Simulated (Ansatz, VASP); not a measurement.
# GaP in VASP and in Ansatz

```
Ga P
1.0
     0.00000    2.69565    2.69565
     2.69565    0.00000    2.69565
     2.69565    2.69565    0.00000
Ga P
1 1
Cartesian
  0.0000 0.0000 0.0000
  1.3478 1.3478 1.3478
```

Alike in both runs: functional LDA; k mesh 8 × 8 × 8; occupations gaussian, width 0.02 eV; no spin polarisation.

Ansatz relaxed the structure, and its values are those at the end. VASP's run is a single point on that final structure, the one shown.

|  | VASP | Ansatz |
| --- | --- | --- |
| version | VASP 6.6.1 | Ansatz 0.2.0 |
| potentials or method | VASP PAW LDA potentials, release 64 (Ga_d, P), cutoff 500 eV | scalar-relativistic, plane waves, PAW |
| valence electrons in the cell | 18 | 18 |

VASP gave:

| Item | Value |
| --- | --- |
| gap on the k mesh at the Fermi level (eV) | 1.43 |
| least direct gap on the mesh (eV) | 1.91 |
| pressure (GPa) | 0.1 |

Problem. Which values does Ansatz return?

Solution. gap on the k mesh at the Fermi level (eV): 1.43; least direct gap on the mesh (eV): 1.88; pressure (GPa): 0.0.

LDA's correlation is that of Perdew and Zunger in VASP and of Perdew and Wang (1992) in Ansatz.
